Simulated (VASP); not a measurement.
# Pb2O (P4_2/nnm) in VASP: notebook

Pb2O is run at these levels: PBE; tasks: single point.

Program: VASP 6.6.1. These are calculated values, not measurements. Logs are shortened: lines on timing, memory, paths and dates and some standing lists are left out, and cuts for length are marked.

### 1 The cell of the first run

The structure is tetragonal, space group P4_2/nnm (No. 134). Conventional cell: a = 5.380 Å, b = 5.380 Å, c = 5.434 Å, α = 90.00°, β = 90.00°, γ = 90.00°. Pb (site symmetry 2/m) has 2 O at 2.34 Å within 3.1 Å. Within 3.1 Å of O (site symmetry -42m) lie 4 Pb at 2.34 Å.

### 2 Single point, PBE

INCAR reads:

```
SYSTEM = Pb2O
PREC = Accurate ; ENCUT = 520
EDIFF = 1E-6 ; ISMEAR = -1
SIGMA = 0.15 ; LREAL = .False.
LASPH = .True. ; NELM = 60
ALGO = Normal ; ISIF = 2
LWAVE = .False. ; LCHARG = .False.
GGA = PE ; NBANDS = 43
```

KPOINTS reads:

```
Automatic mesh
0
Gamma
  7 7 7
  0 0 0
```

POSCAR reads:

```
Pb2O
1.0
    5.3800000000      0.0000000000      0.0000000000
    0.0000000000      5.3800000000      0.0000000000
    0.0000000000      0.0000000000      5.4338000000
Pb O
4 2
Direct
    0.2500000000      0.2500000000      0.2500000000
    0.7500000000      0.7500000000      0.2500000000
    0.2500000000      0.7500000000      0.7500000000
    0.7500000000      0.2500000000      0.7500000000
    0.0000000000      0.0000000000      0.0000000000
    0.5000000000      0.5000000000      0.5000000000
```

Potentials or basis: VASP PAW PBE potentials, release 64 (Pb_d, O).

Started as:

```sh
> cat potpaw_PBE.64/Pb_d/POTCAR potpaw_PBE.64/O/POTCAR > POTCAR
> mpirun -np 1 vasp_std > vasp.out
```

OUTCAR:

```text
SYSTEM = Pb2O
   PREC = Accurate
   ENCUT = 520
   EDIFF = 1E-6
   ISMEAR = -1
   LREAL = .False.
   LASPH = .True.
   NELM = 60
   ISIF = 2
   GGA = PE

 ion  position               nearest neighbor table
   1  0.250  0.250  0.250-   5 2.34   6 2.34   2 3.80   2 3.80   2 3.80   2 3.80   4 3.82   3 3.82
                             3 3.82   3 3.82   4 3.82   4 3.82   4 3.82   3 3.82
   2  0.750  0.750  0.250-   5 2.34   6 2.34   1 3.80   1 3.80   1 3.80   1 3.80   4 3.82   3 3.82
                             4 3.82   4 3.82   4 3.82   3 3.82   3 3.82   3 3.82
   3  0.250  0.750  0.750-   5 2.34   6 2.34   4 3.80   4 3.80   4 3.80   4 3.80   2 3.82   1 3.82
                             2 3.82   1 3.82   2 3.82   1 3.82   2 3.82   1 3.82
   4  0.750  0.250  0.750-   5 2.34   6 2.34   3 3.80   3 3.80   3 3.80   3 3.80   2 3.82   2 3.82
                             2 3.82   2 3.82   1 3.82   1 3.82   1 3.82   1 3.82
   5  0.000  0.000  0.000-   1 2.34   2 2.34   3 2.34   4 2.34
   6  0.500  0.500  0.500-   1 2.34   2 2.34   3 2.34   4 2.34

  LATTYP: Found a simple tetragonal cell.
 ALAT       =     5.3800000000
 C/A-ratio  =     1.0100000000

  Lattice vectors:

 A1 = (   5.3800000000,   0.0000000000,   0.0000000000)
 A2 = (   0.0000000000,   5.3800000000,   0.0000000000)
 A3 = (   0.0000000000,   0.0000000000,   5.4338000000)

Analysis of symmetry for initial positions (statically):
=====================================================================
 Subroutine PRICEL returns:
 Original cell was already a primitive cell.

 Routine SETGRP: Setting up the symmetry group for a
 simple tetragonal supercell.

 Subroutine GETGRP returns: Found 16 space group operations
 (whereof  8 operations were pure point group operations)
 out of a pool of 16 trial point group operations.

The static configuration has the point symmetry D_2d.
 The point group associated with its full space group is D_4h.

Analysis of symmetry for dynamics (positions and initial velocities):
=====================================================================
 Subroutine PRICEL returns:
 Original cell was already a primitive cell.

 Routine SETGRP: Setting up the symmetry group for a
 simple tetragonal supercell.

 Subroutine GETGRP returns: Found 16 space group operations
 (whereof  8 operations were pure point group operations)
 out of a pool of 16 trial point group operations.

The dynamic configuration has the point symmetry D_2d.
 The point group associated with its full space group is D_4h.

 Subroutine INISYM returns: Found 16 space group operations
 (whereof  8 operations are pure point group operations),
 and found     1 'primitive' translations
[... 96 lines left out ...]
   ICHARG =      2    charge: 1-file 2-atom 10-const
   ISPIN  =      1    spin polarized calculation?
   LNONCOLLINEAR =      F non collinear calculations
   LSORBIT =      F    spin-orbit coupling
   LASPH  =      T    aspherical Exc in radial PAW
   ENCUT  =  520.0 eV  38.22 Ry    6.18 a.u.  10.00 10.00 10.10*2*pi/ulx,y,z
   NELM   =     60;   NELMIN=  2; NELMDL= -5     # of ELM steps
   EDIFF  = 0.1E-05   stopping-criterion for ELM
   LREAL  =      F    real-space projection
   EDIFFG = 0.1E-04   stopping-criterion for IOM
   NSW    =      0    number of steps for IOM
   IBRION =     -1    ionic relax: 0-MD 1-quasi-New 2-CG
   NFREE  =      0    steps in history (QN), initial steepest desc. (CG)
   ISIF   =      2    stress and relaxation
   ISYM   =      2    0-nonsym 1-usesym 2-fastsym
   POTIM  = 0.5000    time-step for ionic-motion
   TEBEG  =    0.0;   TEEND  =   0.0 temperature during run
   PSTRESS=    0.0 pullay stress
   NELECT =      68.0000    total number of electrons
   NUPDOWN=      -1.0000    fix difference up-down
   EMIN   =  10.00;   EMAX   =-10.00  energy-range for DOS
   EFERMI =   0.00;   METHOD = LEGACY
   ISMEAR =    -1;   SIGMA  =   0.15  broadening in eV -4-tet -1-fermi 0-gaus
   EFERMI_NEDOS =   21; number of points for ismear=-14 and -15
   IALGO  =     38    algorithm
   IMIX   =      4    mixing-type and parameters
     AMIX     =   0.40;   BMIX     =  1.00
     AMIX_MAG =   1.60;   BMIX_MAG =  1.00
  volume/ion in A,a.u.               =      26.21       176.89
  Fermi-wavevector in a.u.,A,eV,Ry     =   1.237908  2.339307 20.849791  1.532416
  Thomas-Fermi vector in A             =   2.372456
   LORBIT       =      0    0 simple, 1 ext, 2 COOP (PROOUT), +10 PAW based schemes
   GGA     = PE    functional components
[... 5 lines left out ...]
 non-spin polarized calculation
  energy-cutoff  :      520.00
  volume of cell :      157.28
 maximum number of plane-waves:      4252
   NGX = 21   NGY = 21   NGZ = 21

 number of electron      68.0000019 magnetization

 Free energy of the ion-electron system (eV)
  ---------------------------------------------------
  ext. energy  EPLUGINS =         0.00000000
  ---------------------------------------------------
  free energy    TOTEN  =       -26.59172943 eV

  energy without entropy =      -26.42746539  energy(sigma->0) =      -26.50959741

 E-fermi :   4.9946     XC(G=0):  -9.4812

 val. band max:        4.9382915331   @ k =   0.4286   0.1429   0.1429
 cond. band min:       5.1431784859   @ k =   0.1429   0.0000   0.4286
 fundamental gap:      0.2048869528
 Fermi energy:         4.9945693127

 k-point     1 :       0.0000    0.0000    0.0000
  band No.  band energies     occupation
      1     -13.5878      2.00000
      2     -12.4406      2.00000
      3     -11.5899      2.00000
      4     -11.5864      2.00000
      5     -11.5377      2.00000
      6     -11.5355      2.00000
[... 1093 lines left out ...]
     42       9.6427      0.00000
     43      11.6631      0.00000

 [... further k-points ...]
[... 5 lines left out ...]
  --------------------------------------------------------------------------------------
  -------------------------------------------------------------------------------------
  Total        2.3182401      2.3182401      2.2346075      0.0000000     -0.0000000      0.0000000
  in kB       23.6156987     23.6156987     22.7637413      0.0000000     -0.0000000      0.0000000
  external PRESSURE =      23.3317129 kB  Pullay stress =       0.0000000 kB

 VOLUME and BASIS-vectors are now :
 -----------------------------------------------------------------------------
  energy-cutoff  :      520.00
  volume of cell :      157.28
      direct lattice vectors                 reciprocal lattice vectors
     5.380000000  0.000000000  0.000000000     0.185873606  0.000000000  0.000000000
     0.000000000  5.380000000  0.000000000     0.000000000  0.185873606  0.000000000
     0.000000000  0.000000000  5.433800000     0.000000000  0.000000000  0.184033273

 POSITION                                       TOTAL-FORCE (eV/Angst)
 -----------------------------------------------------------------------------------
      1.34500      1.34500      1.35845         0.000000      0.000000     -0.000000
      4.03500      4.03500      1.35845         0.000000     -0.000000     -0.000000
      1.34500      4.03500      4.07535         0.000000      0.000000     -0.000000
      4.03500      1.34500      4.07535        -0.000000     -0.000000      0.000000
      0.00000      0.00000      0.00000        -0.000000     -0.000000     -0.000000
      2.69000      2.69000      2.71690        -0.000000     -0.000000     -0.000000
 -----------------------------------------------------------------------------------
    total drift:                                0.000000      0.000000     -0.000000

  FREE ENERGIE OF THE ION-ELECTRON SYSTEM (eV)
  ---------------------------------------------------
  free  energy   TOTEN  =       -26.5917294309 eV

  energy  without entropy=      -26.4274653855  energy(sigma->0) =      -26.50959741
```

stdout:

```text
POSCAR found type information on POSCAR PbO
 POSCAR found :  2 types and       6 ions
 scaLAPACK will be used
 LDA part: xc-table for (Slater+PW92), standard interpolation
 POSCAR, INCAR and KPOINTS ok, starting setup
 FFT: planning ... GRIDC
 FFT: planning ... GRID_SOFT
 FFT: planning ... GRID
 WAVECAR not read
 entering main loop
```

Run time: 2.7 min. Hardware: 1 thread of Intel Xeon Platinum 8559C (Emerald Rapids), shared host; peak memory 0.36 GiB.

Results:

```yaml
Free_energy: -26.5917 eV
Pressure: 2.3 GPa
Band_gap_on_the_k_mesh: zero (band 34 reaches 4.94 eV, above the bottom of band 35 at 4.38 eV)
```

Caveat: spin-orbit coupling is left out, which moves the levels of the heavy elements.

### 3 Single point, PBE

This run uses another cell than the first one, of 26.47 Å³/atom, 1.010 times its volume.

INCAR reads:

```
SYSTEM = Pb2O
  PREC = Accurate
  ENCUT = 520
  EDIFF = 1E-6
  ISMEAR = -1
  SIGMA = 0.15
  LREAL = .FALSE.
  LASPH = .TRUE.
  NELM = 100
  ALGO = Normal
  ISIF = 2
  LWAVE = .FALSE.
  LCHARG = .TRUE.
  GGA = PE
  LELF = .TRUE.
  LVHAR = .TRUE.
  NBANDS = 43
```

KPOINTS reads:

```
regular mesh
0
G
  7 7 7
  0 0 0
```

POSCAR: that of step 2 with these lines changed.

```diff
@@ -4,3 +4,3 @@
     0.0000000000      5.3800000000      0.0000000000
-    0.0000000000      0.0000000000      5.4338000000
+    0.0000000000      0.0000000000      5.4876000000
 Pb O
```

Potentials or basis: VASP PAW PBE potentials, release 64 (Pb_d, O).

Started as:

```sh
> cat potpaw_PBE.64/Pb_d/POTCAR potpaw_PBE.64/O/POTCAR > POTCAR
> mpirun -np 1 vasp_std > vasp.out
```

Run time: 2.9 min. Hardware: 1 thread of Intel Xeon Platinum 8559C (Emerald Rapids), shared host; peak memory 0.36 GiB.

It converged, with:

* Free energy: -26.6120 eV
* Pressure: 1.8 GPa
* Band gap on the k mesh: zero (band 34 reaches 4.86 eV, above the bottom of band 35 at 4.31 eV)

Stress tensor (GPa, compression positive):
```
1.83 0.00 0.00
0.00 1.83 0.00
0.00 0.00 1.66
```

Levels at points of the mesh, in eV from the Fermi level:
```
           k point  band 32  band 33  band 34  band 35  band 36  band 37
(0.00, 0.00, 0.00)    -0.66    -0.66    -0.63     1.89     2.07     2.07
```

Caveat: spin-orbit coupling is left out, which moves the levels of the heavy elements.

### 4 Single point, PBE

This run uses another cell than the first one, of 26.73 Å³/atom, 1.020 times its volume.

INCAR reads:

```
PREC = Accurate
ENCUT = 520
EDIFF = 1E-6
ISMEAR = -1
SIGMA = 0.15
LREAL = F
LASPH = T
NELM = 60
ALGO = Normal
ISIF = 2
LWAVE = F
LCHARG = F
GGA = PE
NBANDS = 43
```

KPOINTS reads:

```
Automatic mesh
0
Gamma
  7 7 7
```

POSCAR: that of step 3 with these lines changed.

```diff
@@ -4,3 +4,3 @@
     0.0000000000      5.3800000000      0.0000000000
-    0.0000000000      0.0000000000      5.4876000000
+    0.0000000000      0.0000000000      5.5414000000
 Pb O
```

Started as:

```sh
> cat potpaw_PBE.64/Pb_d/POTCAR potpaw_PBE.64/O/POTCAR > POTCAR
> mpirun -np 1 vasp_std > vasp.out
```

Wall time 2.3 min (1 thread of Intel Xeon Platinum 8559C (Emerald Rapids), shared host); peak memory 0.36 GiB.

The run converged. Its results:

* Free energy: -26.6262 eV
* Pressure: 1.3 GPa
* Band gap on the k mesh: zero (band 34 reaches 4.78 eV, above the bottom of band 35 at 4.23 eV)

Stress tensor (GPa, compression positive):
```
1.35 0.00 0.00
0.00 1.35 0.00
0.00 0.00 1.08
```

Levels at points of the mesh, in eV from the Fermi level:
| k point | band 31 | band 32 | band 33 | band 34 | band 35 | band 36 | band 37 | band 38 |
| --- | --- | --- | --- | --- | --- | --- | --- | --- |
| (0.00, 0.00, 0.00) | -1.97 | -0.68 | -0.68 | -0.64 | 1.82 | 2.09 | 2.09 | 2.56 |

Caveat: spin-orbit coupling is left out, which moves the levels of the heavy elements.

### 5 Overview

```csv
cell,gap on the mesh (eV),pressure (GPa)
"a = 5.380, b = 5.380, c = 5.434 Å, 6 atoms",none,2.3
"a = 5.380, b = 5.380, c = 5.488 Å, 6 atoms",none,1.8
"a = 5.380, b = 5.380, c = 5.541 Å, 6 atoms",none,1.3
```

Alike in all rows: task single point; level PBE; potentials or basis VASP PAW PBE potentials, release 64 (Pb_d, O); no spin polarisation; k mesh 7 × 7 × 7; cutoff (eV) 520; smearing fermi-dirac 0.15 eV.

Caveats: spin-orbit coupling is left out, which moves the levels of the heavy elements.

Total energies depend on the potentials used, so only differences within one code and one set of settings carry meaning.
